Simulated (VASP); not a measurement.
Input of a VASP 6.6.1 run:

INCAR

```
ALGO     = Normal         # electronic algorithm
EDIFF    = 1E-6           # SCF threshold, eV
ENCUT    = 520            # plane-wave cutoff, eV
GGA      = PE             # functional
ISIF     = 2              # what is computed and relaxed
ISMEAR   = 0              # smearing method
LASPH    = True           # aspherical terms in the spheres
LCHARG   = True           # write CHGCAR
LELF     = True           # ELF
LREAL    = False          # projectors in reciprocal space
LVHAR    = True         
LWAVE    = False          # write WAVECAR
NBANDS   = 26             # bands
NELM     = 80             # most SCF steps
PREC     = Accurate       # precision mode
SIGMA    = 0.01           # smearing width, eV
```

File KPOINTS:

```
k-points
0
Gamma
  6 6 4
```

File POSCAR:

```
CdS
1.0
    4.1965508358      0.0000000000      0.0000000000
   -2.0982754179      3.6343196321      0.0000000000
    0.0000000000      0.0000000000      6.8277066065
Cd S
2 2
Direct
    0.3333333333      0.6666666667     -0.0007933861
    0.6666666667      0.3333333333      0.4992066139
    0.3333333333      0.6666666667      0.3757933861
    0.6666666667      0.3333333333      0.8757933861
```

Potentials or basis: VASP PAW PBE potentials, release 64 (Cd, S).

Launch:

```sh
$ cat potpaw_PBE.64/Cd/POTCAR potpaw_PBE.64/S/POTCAR > POTCAR
$ mpirun -np 1 vasp_std > vasp.out
```

What does it give for the pressure?

0.3 GPa.

Estimate the band gap on the k mesh.

1.11 eV, direct.
